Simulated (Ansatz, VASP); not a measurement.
**Hf2SiOF2: VASP beside Ansatz**

```xyz
6
Lattice="3.1782 0.0000 0.0000 0.0000 3.1782 0.0000 0.0000 0.0000 7.9409" Properties=species:S:1:pos:R:3 pbc="T T T"
Hf    1.5891    0.0000    2.6826
Hf    0.0000    1.5891    5.2582
Si    1.5891    1.5891    0.0000
O     0.0000    0.0000    0.0000
F     1.5891    0.0000    5.6199
F     0.0000    1.5891    2.3210
```

Change from the starting cell: species swapped into the Nd2FeSi2Ru type (P-4m2, No. 115).

Alike in both runs: functional PBE; k mesh 12 × 12 × 6; occupations gaussian, width 0.1 eV; no spin polarisation.

Ansatz relaxed the structure, and its values are those at the end. VASP's run is a single point on that final structure, the one shown.

|  | VASP | Ansatz |
| --- | --- | --- |
| version | VASP 6.6.1 | Ansatz 0.2.0 |
| potentials or method | VASP PAW PBE potentials, release 64 (Hf_pv, Si, O, F), cutoff 520 eV | scalar-relativistic, plane waves, PAW |
| valence electrons in the cell | 44 | 76 |

```tsv
	VASP	Ansatz	Ansatz less VASP
gap on the k mesh at the Fermi level (eV)	none	none	-
pressure (GPa)	-1.6	0.0	+1.56
rms of the force components (eV/Å)	0.027	0.000	-0.0270
```

A gap of «none» marks a metal or a gap that the smearing closes. The functional is the same, so the differences come from potentials, cutoffs and numerics. VASP's potentials hold 44 valence electrons a cell and Ansatz's 76, so a difference there can come from the potentials and not from the codes.

Spin-orbit coupling is off throughout.
